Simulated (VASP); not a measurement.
Input of a VASP 6.6.1 run:

INCAR

```
SYSTEM = Zr2Si3
  PREC = Accurate
  ENCUT = 600
  EDIFF = 1E-7
  ISMEAR = 0
  SIGMA = 0.1
  LREAL = .FALSE.
  LASPH = .TRUE.
  NELM = 150
  ALGO = Normal
  ISIF = 3
  LWAVE = .FALSE.
  LCHARG = .FALSE.
  ISPIN = 2
  MAGMOM = 0 0.9 0 0 0
  LORBIT = 11
  LMAXMIX = 4
  GGA = PE
  IBRION = 2
  NSW = 100
  EDIFFG = -0.01
```

Contents of KPOINTS:

```
regular mesh
0
G
  8 8 8
  0 0 0
```

POSCAR

```
Zr2Si3
1.0
    4.8635252278      0.0000000000      0.0000000000
    0.0000000000      4.8635252278      0.0000000000
    0.0000000000      0.0000000000      4.8635252278
Zr Si
2 3
Direct
    0.0000000000      0.0000000000      0.0000000000
    0.5000000000      0.5000000000      0.5000000000
    0.5000000000      0.0000000000      0.0000000000
    0.0000000000      0.5000000000      0.0000000000
    0.0000000000      0.0000000000      0.5000000000
```

Potentials or basis: VASP PAW PBE potentials, release 64 (Zr_sv, Si).

Run with:

```bash
$ cat potpaw_PBE.64/Zr_sv/POTCAR potpaw_PBE.64/Si/POTCAR > POTCAR
$ mpirun -np 1 vasp_std > vasp.out
```

(1) Predict the relaxed volume.

(2) What does it give for the band gap on the k mesh?

(3) What does it give for the space group after relaxing (to 0.1 Å)?

Results:

(1) 23.08 Å³/atom.

(2) zero (filled and empty bands overlap).

(3) Pm-3m (No. 221).
